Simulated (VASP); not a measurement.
# BaTeH6 (P1) in VASP: single point with PBEsol

Aim: the single point of BaTeH6 with PBEsol.

All numbers are computed with VASP 6.6.1; they aren't measurements. Logs are shortened: lines on timing, memory, paths and dates and some standing lists are left out, and cuts for length are marked.

## Step 1: The cell of the first run

The typed cell holds 8 atoms: a = 4.553 Å, b = 4.829 Å, c = 4.825 Å, α = 94.04°, β = 92.49°, γ = 92.29°.

## Step 2: Single point, PBEsol

INCAR

```
SYSTEM = BaTeH6
  PREC = Accurate
  ENCUT = 520
  EDIFF = 1E-6
  ISMEAR = -1
  SIGMA = 0.05
  LREAL = .False.
  LASPH = .True.
  NELM = 60
  ALGO = Normal
  ISIF = 2
  LWAVE = .False.
  LCHARG = .False.
  GGA = PS
  NBANDS = 21
```

KPOINTS

```
regular mesh
0
Gamma
  4 4 4
  0 0 0
```

POSCAR

```
BaTeH6
1.0
    3.2882240273      1.9042520646      2.5075363849
   -3.4759526256      2.0724448103      2.6347469889
    0.0504996890     -4.0469210804      2.6267419656
Ba Te H
1 1 6
Direct
   -0.0114978270      0.0288445488     -0.0394753617
    0.4891615624      0.4717016465      0.5196101930
    0.5167482714      0.2352404092      0.1810715838
    0.0894293609      0.1495937317      0.4729023808
    0.8947185847      0.5168099516      0.8377299077
    0.7558039018      0.6929790531      0.3881964661
    0.4609917765      0.8051368123      0.7626496270
    0.2173127454      0.6045096338      0.3042569966
```

Potentials or basis: VASP PAW PBE potentials, release 64 (Ba_sv, Te, H).

The run is started by

```console
$ cat potpaw_PBE.64/Ba_sv/POTCAR potpaw_PBE.64/Te/POTCAR potpaw_PBE.64/H/POTCAR > POTCAR
$ mpirun -np 1 vasp_std > vasp.out
```

OUTCAR:

```text
SYSTEM = BaTeH6
   PREC = Accurate
   ENCUT = 520
   EDIFF = 1E-6
   ISMEAR = -1
   LREAL = .False.
   LASPH = .True.
   NELM = 60
   ISIF = 2
   GGA = PS

 ion  position               nearest neighbor table
   1  0.989  0.029  0.961-   5 2.52   4 2.52   5 2.52   4 2.52   7 2.63   3 2.64   7 2.70   3 2.71
                             2 3.86   2 3.87   2 3.90   2 3.91   2 4.13   2 4.14
   2  0.489  0.472  0.520-   8 1.75   6 1.75   7 1.94   3 1.94   1 3.86   1 3.87   1 3.90   1 3.91
                             1 4.13   1 4.14
   3  0.517  0.235  0.181-   2 1.94   1 2.64   1 2.71
   4  0.089  0.150  0.473-   1 2.52   1 2.52
   5  0.895  0.517  0.838-   1 2.52   1 2.52
   6  0.756  0.693  0.388-   2 1.75
   7  0.461  0.805  0.763-   2 1.94   1 2.63   1 2.70
   8  0.217  0.605  0.304-   2 1.75

  LATTYP: Found a triclinic cell.
 ALAT       =     4.8289922181
 B/A-ratio  =     1.4625741728
 C/A-ratio  =     1.6091462140
 COS(alpha) =     0.0021208368
 COS(beta)  =     0.5543361758
 COS(gamma) =     0.7318628213

  Lattice vectors:

 A1 = (   3.4759526256,  -2.0724448103,  -2.6347469889)
 A2 = (   3.5264523146,  -6.1193658907,  -0.0080050233)
 A3 = (   0.1372289093,   0.0702242055,  -7.7690253394)

Analysis of symmetry for initial positions (statically):
=====================================================================
 Subroutine PRICEL returns:
 Original cell was already a primitive cell.

 Routine SETGRP: Setting up the symmetry group for a
 triclinic supercell.

 Subroutine GETGRP returns: Found  1 space group operations
 (whereof  1 operations were pure point group operations)
 out of a pool of  2 trial point group operations.

The static configuration has the point symmetry C_1 .

Analysis of symmetry for dynamics (positions and initial velocities):
=====================================================================
 Subroutine PRICEL returns:
 Original cell was already a primitive cell.

 Routine SETGRP: Setting up the symmetry group for a
 triclinic supercell.

 Subroutine GETGRP returns: Found  1 space group operations
 (whereof  1 operations were pure point group operations)
 out of a pool of  2 trial point group operations.

The dynamic configuration has the point symmetry C_1 .

 Subroutine INISYM returns: Found  1 space group operations
 (whereof  1 operations are pure point group operations),
 and found     1 'primitive' translations

----------------------------------------------------------------------------------------

[... 105 lines left out ...]
   LREAL  =      F    real-space projection
   EDIFFG = 0.1E-04   stopping-criterion for IOM
   NSW    =      0    number of steps for IOM
   IBRION =     -1    ionic relax: 0-MD 1-quasi-New 2-CG
   NFREE  =      0    steps in history (QN), initial steepest desc. (CG)
   ISIF   =      2    stress and relaxation
   ISYM   =      2    0-nonsym 1-usesym 2-fastsym
   POTIM  = 0.5000    time-step for ionic-motion
   TEBEG  =    0.0;   TEEND  =   0.0 temperature during run
   PSTRESS=    0.0 pullay stress
   NELECT =      22.0000    total number of electrons
   NUPDOWN=      -1.0000    fix difference up-down
   EMIN   =  10.00;   EMAX   =-10.00  energy-range for DOS
   EFERMI =   0.00;   METHOD = LEGACY
   ISMEAR =    -1;   SIGMA  =   0.05  broadening in eV -4-tet -1-fermi 0-gaus
   EFERMI_NEDOS =   21; number of points for ismear=-14 and -15
   IALGO  =     38    algorithm
   IMIX   =      4    mixing-type and parameters
     AMIX     =   0.40;   BMIX     =  1.00
     AMIX_MAG =   1.60;   BMIX_MAG =  1.00
  volume/ion in A,a.u.               =      13.20        89.09
  Fermi-wavevector in a.u.,A,eV,Ry     =   0.970460  1.833903 12.813863  0.941792
  Thomas-Fermi vector in A             =   2.100597
   LORBIT       =      0    0 simple, 1 ext, 2 COOP (PROOUT), +10 PAW based schemes
   GGA     = PS    functional components
   LHFCALC =     F    Hartree Fock is set to
   AEXX    =    0.0000 exact exchange contribution
   IVDW    =     0    specifies the selected vdW correction
   LEPSILON=     F    determine dielectric tensor
   LRPA    =     F    only Hartree local field effects (RPA)
 non-spin polarized calculation
  energy-cutoff  :      520.00
  volume of cell :      105.61
 maximum number of plane-waves:      2864
 NGX is ok and might be reduce to    36
   NGX = 17   NGY = 17   NGZ = 17

 number of electron      21.9999995 magnetization

 Free energy of the ion-electron system (eV)
  ---------------------------------------------------
  ext. energy  EPLUGINS =         0.00000000
  ---------------------------------------------------
  free energy    TOTEN  =       -24.03684336 eV

  energy without entropy =      -24.03684313  energy(sigma->0) =      -24.03684325

 E-fermi :   2.6594     XC(G=0):  -8.8667

 val. band max:        2.0191051770   @ k =   0.5000   0.5000   0.5000
 cond. band min:       3.3029898952   @ k =   0.0000   0.2500   0.2500
 fundamental gap:      1.2838847182
 Fermi energy:         2.6594083213

 k-point     1 :       0.0000    0.0000    0.0000
  band No.  band energies     occupation
      1     -24.4455      2.00000
      2     -10.7541      2.00000
      3      -9.7319      2.00000
      4      -9.6793      2.00000
      5      -9.6647      2.00000
      6      -3.0593      2.00000
[... 565 lines left out ...]
     20       9.4492      0.00000
     21       9.6336      0.00000

 [... further k-points ...]
[... 5 lines left out ...]
  --------------------------------------------------------------------------------------
  -------------------------------------------------------------------------------------
  Total        0.2664891      0.2648003      0.3850898     -0.0153000     -0.0053546     -0.0224191
  in kB        4.0427381      4.0171191      5.8419548     -0.2321061     -0.0812309     -0.3401058
  external PRESSURE =       4.6339373 kB  Pullay stress =       0.0000000 kB

 VOLUME and BASIS-vectors are now :
 -----------------------------------------------------------------------------
  energy-cutoff  :      520.00
  volume of cell :      105.61
      direct lattice vectors                 reciprocal lattice vectors
     3.288224027  1.904252065  2.507536385     0.152504912  0.087712195  0.132202890
    -3.475952626  2.072444810  2.634746989    -0.143447156  0.080584252  0.126910883
     0.050499689 -4.046921080  2.626741966    -0.001699692 -0.164561514  0.127198781

 POSITION                                       TOTAL-FORCE (eV/Angst)
 -----------------------------------------------------------------------------------
      3.19866     -1.94503      5.07775         0.011096     -0.023136      0.003096
     -0.00490     -0.19376      3.83429         0.038567     -0.066477     -0.002856
      0.89064      0.73876      2.39119        -0.006412      0.002202      0.002560
     -0.20204     -1.43348      1.86058         0.000093      0.013135      0.019545
      1.18793     -0.61540      5.80570        -0.012948      0.008638     -0.020554
      0.09609      1.30440      4.74072         0.001804      0.039507      0.025689
     -1.24426     -0.53994      5.28057         0.001906      0.007146     -0.000957
     -1.37131      0.43533      2.93685        -0.034107      0.018986     -0.026522
 -----------------------------------------------------------------------------------
    total drift:                               -0.000104     -0.000118     -0.000018

  FREE ENERGIE OF THE ION-ELECTRON SYSTEM (eV)
  ---------------------------------------------------
  free  energy   TOTEN  =       -24.0368433603 eV

  energy  without entropy=      -24.0368431302  energy(sigma->0) =      -24.03684325
```

OSZICAR:

```text
N       E                     dE             d eps       ncg     rms          rms(c)
DAV:   1     0.803759531375E+02    0.80376E+02   -0.90153E+03  1512   0.886E+02
DAV:   2    -0.191995351528E+02   -0.99575E+02   -0.95790E+02  1896   0.155E+02
DAV:   3    -0.257579903230E+02   -0.65585E+01   -0.65250E+01  2162   0.400E+01
DAV:   4    -0.258898267245E+02   -0.13184E+00   -0.13173E+00  1967   0.525E+00
DAV:   5    -0.258922834381E+02   -0.24567E-02   -0.24566E-02  2146   0.657E-01    0.160E+01
DAV:   6    -0.243070899294E+02    0.15852E+01   -0.11900E+00  1738   0.537E+00    0.788E+00
DAV:   7    -0.240420076008E+02    0.26508E+00   -0.17277E+00  1842   0.531E+00    0.585E+00
DAV:   8    -0.240527499728E+02   -0.10742E-01   -0.13327E-01  1682   0.173E+00    0.783E+00
DAV:   9    -0.240484257169E+02    0.43243E-02   -0.27692E-03  2207   0.259E-01    0.857E+00
DAV:  10    -0.240489317930E+02   -0.50608E-03   -0.14768E-04  1789   0.614E-02    0.901E+00
DAV:  11    -0.240467305203E+02    0.22013E-02   -0.11677E-01  1522   0.139E+00    0.205E+01
DAV:  12    -0.240426307519E+02    0.40998E-02   -0.13092E-02  1752   0.608E-01    0.154E+01
DAV:  13    -0.240367907208E+02    0.58400E-02   -0.95560E-03  1527   0.412E-01    0.325E+00
DAV:  14    -0.240368047585E+02   -0.14038E-04   -0.13120E-03  1890   0.164E-01    0.107E+00
DAV:  15    -0.240368529601E+02   -0.48202E-04   -0.17156E-04  1920   0.629E-02    0.357E-01
DAV:  16    -0.240368463614E+02    0.65987E-05   -0.27508E-05  1795   0.257E-02    0.152E-01
DAV:  17    -0.240368429756E+02    0.33858E-05   -0.77503E-06  1757   0.117E-02    0.842E-02
DAV:  18    -0.240368433603E+02   -0.38464E-06   -0.28312E-07   971   0.299E-03
   1 F= -.24036843E+02 E0= -.24036843E+02  d E =-.230035E-06
```

stdout:

```text
POSCAR found type information on POSCAR BaTeH
 POSCAR found :  3 types and       8 ions
 scaLAPACK will be used
 -----------------------------------------------------------------------------
|                                                                             |
|                                                                             |
|     You enforced a specific xc type in the INCAR file but a different       |
|     I HOPE YOU KNOW WHAT YOU ARE DOING!                                     |
|                                                                             |
 -----------------------------------------------------------------------------

 LDA part: xc-table for (Slater+PW92), standard interpolation
 POSCAR, INCAR and KPOINTS ok, starting setup
 FFT: planning ... GRIDC
 FFT: planning ... GRID_SOFT
 FFT: planning ... GRID
 WAVECAR not read
 entering main loop
```

It took 38 s on 1 thread of Intel Xeon 6975P-C (Granite Rapids), shared host; peak memory 0.25 GiB.

Results:

| Property | Result |
| --- | --- |
| Free energy | -24.0368 eV |
| Pressure | 0.5 GPa |
| Largest force | 0.077 eV/Å |
| Band gap on the k mesh | 1.28 eV, indirect (least direct gap 1.55 eV) |

Forces in eV/Å, atoms in the order of the input:
```
Ba   0.011 -0.023  0.003
Te   0.039 -0.066 -0.003
H   -0.006  0.002  0.003
H    0.000  0.013  0.020
H   -0.013  0.009 -0.021
H    0.002  0.040  0.026
H    0.002  0.007 -0.001
H   -0.034  0.019 -0.027
```

Levels at points of the mesh, in eV from the valence-band top:
```tsv
k point	band 7	band 8	band 9	band 10	band 11	band 12	band 13	band 14	band 15	band 16
(0.00, 0.00, 0.00)	-4.43	-4.40	-2.33	-1.95	-1.73	2.63	2.96	4.22	4.52	4.89
(0.50, 0.00, 0.00)	-5.11	-4.09	-1.25	-1.05	-0.81	2.24	2.81	3.14	4.32	4.68
(0.00, 0.50, 0.00)	-4.81	-4.49	-1.32	-0.84	-0.28	1.72	2.73	3.46	4.16	4.75
(0.50, 0.50, 0.00)	-5.15	-4.07	-2.63	-1.38	-0.37	1.92	3.05	3.49	4.94	6.13
(0.00, 0.00, 0.50)	-4.82	-4.49	-1.34	-0.84	-0.28	1.74	2.76	3.47	4.15	4.76
(0.50, 0.00, 0.50)	-5.17	-4.07	-2.62	-1.38	-0.40	1.92	3.03	3.51	4.96	6.12
(0.00, 0.50, 0.50)	-5.00	-4.34	-2.79	-0.44	-0.11	2.26	2.34	3.44	5.05	5.48
(0.50, 0.50, 0.50)	-5.60	-4.80	-1.60	-1.46	0.00	4.00	4.24	4.49	5.69	5.87
```

Caveat: the PAW data sets were made with another functional, which shifts forces and pressure a little; spin-orbit coupling is left out, which moves the levels of the heavy elements.
